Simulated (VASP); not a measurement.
# P2W (Cmc2_1) in VASP: further runs, part 2 of 2

VASP 6.6.1. The steps go on from the part before.

**3. Single point, LDA**

This run uses another cell than the first one, of 14.27 Å³/atom.

Contents of INCAR:

```
  PREC = Accurate
  ENCUT = 500
  EDIFF = 1E-6
  ISMEAR = 0
  SIGMA = 0.1
  LREAL = F
  LASPH = T
  NELM = 120
  ALGO = Normal
  ISIF = 2
  LWAVE = F
  LCHARG = T
  GGA = CA
  LELF = T
  LVHAR = T
  NBANDS = 33
  GGA_COMPAT = F
```

Contents of KPOINTS:

```
Automatic mesh
0
Gamma
  12 12 8
```

Contents of POSCAR:

```
P2W
1.0
    1.5665364415     -5.5388854202      0.0000000000
    1.5665364415      5.5388854202      0.0000000000
    0.0000000000      0.0000000000      4.9323396414
P W
4 2
Direct
    0.5700082141      0.4299917859      0.1174482952
    0.4299917859      0.5700082141      0.6174482952
    0.7028682058      0.2971317942      0.7994875781
    0.2971317942      0.7028682058      0.2994875781
    0.9068173853      0.0931826147      0.0000641267
    0.0931826147      0.9068173853      0.5000641267
```

Potentials or basis: VASP PAW LDA potentials, release 64 (P, W_sv).

The run is started by

```
$ cat potpaw_LDA.64/P/POTCAR potpaw_LDA.64/W_sv/POTCAR > POTCAR
$ mpirun -np 1 vasp_std > vasp.out
```

OUTCAR:

```text
PREC = Accurate
   ENCUT = 500
   EDIFF = 1E-6
   ISMEAR = 0
   LREAL = F
   LASPH = T
   NELM = 120
   ISIF = 2
   GGA = CA

 ion  position               nearest neighbor table
   1  0.570  0.430  0.117-   3 2.15   5 2.46   5 2.46   6 2.47   6 2.47   2 2.91   2 2.91
   2  0.430  0.570  0.617-   4 2.15   6 2.46   6 2.46   5 2.47   5 2.47   1 2.91   1 2.91
   3  0.703  0.297  0.799-   1 2.15   5 2.47   6 2.47   6 2.47
   4  0.297  0.703  0.299-   2 2.15   6 2.47   5 2.47   5 2.47
   5  0.907  0.093  0.000-   1 2.46   1 2.46   2 2.47   2 2.47   3 2.47   4 2.47   4 2.47   6 3.22
                             6 3.22
   6  0.093  0.907  0.500-   2 2.46   2 2.46   1 2.47   1 2.47   4 2.47   3 2.47   3 2.47   5 3.22
                             5 3.22
[... 1076 lines left out ...]
  Total        0.3612763      0.2842426      0.2291459      0.0000000      0.0000000      0.0000000
  in kB        6.7624518      5.3205184      4.2892055      0.0000000      0.0000000      0.0000000
  external PRESSURE =       5.4573919 kB  Pullay stress =       0.0000000 kB

 VOLUME and BASIS-vectors are now :
 -----------------------------------------------------------------------------
  energy-cutoff  :      500.00
  volume of cell :       85.59
      direct lattice vectors                 reciprocal lattice vectors
     1.566536442 -5.538885420  0.000000000     0.319175467 -0.090270869  0.000000000
     1.566536442  5.538885420  0.000000000     0.319175467  0.090270869  0.000000000
     0.000000000  0.000000000  4.932339641     0.000000000  0.000000000  0.202743540

 POSITION                                       TOTAL-FORCE (eV/Angst)
 -----------------------------------------------------------------------------------
      1.56654     -0.77553      0.57929         0.000000     -0.049584     -0.042204
      1.56654      0.77553      3.04546         0.000000      0.049584     -0.042204
      1.56654     -2.24733      3.94334         0.000000      0.018861      0.038705
      1.56654      2.24733      1.47717         0.000000     -0.018861      0.038705
      1.56654     -4.50663      0.00032         0.000000      0.003552      0.003499
      1.56654      4.50663      2.46649         0.000000     -0.003552      0.003499
 -----------------------------------------------------------------------------------
    total drift:                                0.000000      0.000000     -0.000488

  FREE ENERGIE OF THE ION-ELECTRON SYSTEM (eV)
  ---------------------------------------------------
  free  energy   TOTEN  =       -55.3840739679 eV

  energy  without entropy=      -55.3785658545  energy(sigma->0) =      -55.38131991
```

Wall time 12 min (1 thread of Oxide Virtual Turin-like, shared host); peak memory 0.49 GiB.

Results:

```yaml
Free_energy: -55.3841 eV
Pressure: 0.5 GPa
Largest_force: 0.065 eV/Å
Band_gap_on_the_k_mesh: zero (bands 24 and 25 overlap by 0.53 eV)
```

Forces on the atoms (eV/Å):
```
P    0.000 -0.050 -0.042
P    0.000  0.050 -0.042
P    0.000  0.019  0.039
P    0.000 -0.019  0.039
W    0.000  0.004  0.003
W    0.000 -0.004  0.003
```

Stress tensor (GPa, compression positive):
```
0.68 0.00 0.00
0.00 0.53 0.00
0.00 0.00 0.43
```

Caveat: spin-orbit coupling is left out, which moves the levels of the heavy elements.

**4. Single point, LDA**

This run uses another cell than the first one, of 14.27 Å³/atom.

Contents of INCAR:

```
SYSTEM = P2W
PREC = Accurate
ENCUT = 500
EDIFF = 1E-6
ISMEAR = -1
SIGMA = 0.15
LREAL = .FALSE.
LASPH = .TRUE.
NELM = 120
ALGO = Normal
ISIF = 2
LWAVE = .FALSE.
LCHARG = .FALSE.
NBANDS = 33
GGA_COMPAT = .FALSE.
```

Contents of KPOINTS:

```
regular mesh
0
G
  12 12 8
  0 0 0
```

Contents of POSCAR:

```
P2W
1.0
    1.5670948881     -5.5409345272      0.0000000000
    1.5670948881      5.5409345272      0.0000000000
    0.0000000000      0.0000000000      4.9300198165
P W
4 2
Direct
    0.5701044708      0.4298955292      0.1174682806
    0.4298955292      0.5701044708      0.6174682806
    0.7029775419      0.2970224581      0.7994702688
    0.2970224581      0.7029775419      0.2994702688
    0.9068059079      0.0931940921      0.0000614506
    0.0931940921      0.9068059079      0.5000614506
```

The run is started by

```
$ cat potpaw_LDA.64/P/POTCAR potpaw_LDA.64/W_sv/POTCAR > POTCAR
$ mpirun -np 1 vasp_std > vasp.out
```

Run time: 16 min. Hardware: 1 thread of Oxide Virtual Turin-like, shared host; peak memory 0.49 GiB.

The run converged. Its results:

```
Free energy            : -55.4209 eV
Pressure               : 0.5 GPa
Largest force          : 0.066 eV/Å
Band gap on the k mesh : zero (bands 24 and 25 overlap by 0.53 eV)
```

Forces in eV/Å, atoms in the order of the input:
```
P    0.000 -0.050 -0.043
P    0.000  0.050 -0.043
P    0.000  0.020  0.041
P    0.000 -0.020  0.041
W    0.000  0.004  0.002
W    0.000 -0.004  0.002
```

Stress tensor (GPa, compression positive):
```
0.68 0.00 0.00
0.00 0.53 0.00
0.00 0.00 0.43
```

Levels at points of the mesh, in eV from the Fermi level:
```
           k point  band 20  band 21  band 22  band 23  band 24  band 25  band 26  band 27  band 28  band 29
(0.00, 0.00, 0.00)    -2.60    -2.23    -1.62    -1.32    -0.95     0.26     1.31     1.33     2.00     2.88
(0.50, 0.00, 0.00)    -3.74    -3.07    -2.78    -1.69     0.16     1.05     2.32     2.79     2.86     3.25
(0.50, 0.50, 0.00)    -2.59    -1.76    -1.45    -1.23    -0.77    -0.19     0.51     1.01     2.25     2.79
(0.00, 0.00, 0.50)    -2.98    -1.20    -1.20    -0.24    -0.24     0.95     0.95     1.98     1.98     3.82
(0.50, 0.00, 0.50)    -3.75    -3.41    -3.41    -1.12    -1.12     1.27     1.27     2.69     2.69     3.52
(0.50, 0.50, 0.50)    -3.12    -1.84    -1.84    -1.22    -1.22     0.99     0.99     2.81     2.81     3.09
```

Caveat: spin-orbit coupling is left out, which moves the levels of the heavy elements.

**5. Overview**

| cell | k mesh | smearing | gap on the mesh (eV) | pressure (GPa) | largest force (eV/Å) |
| --- | --- | --- | --- | --- | --- |
| a = 5.800, b = 5.800, c = 4.973 Å, angles 90.0, 90.0, 148.3°, 6 atoms, atomic positions A | 6 × 6 × 4 | gaussian 0.1 eV | none | -4.8 | 0.17 |
| a = 5.756, b = 5.756, c = 4.932 Å, angles 90.0, 90.0, 148.4°, 6 atoms, atomic positions B | 12 × 12 × 8 | gaussian 0.1 eV | none | 0.5 | 0.07 |
| a = 5.758, b = 5.758, c = 4.930 Å, angles 90.0, 90.0, 148.4°, 6 atoms, atomic positions C | 12 × 12 × 8 | fermi-dirac 0.15 eV | none | 0.5 | 0.07 |

Alike in all rows: task single point; level LDA; potentials or basis VASP PAW LDA potentials, release 64 (P, W_sv); no spin polarisation; cutoff (eV) 500.

Caveats: spin-orbit coupling is left out, which moves the levels of the heavy elements; the cell stands under tension (at least some runs).

Absolute energies hang on the potentials; compare differences alone.
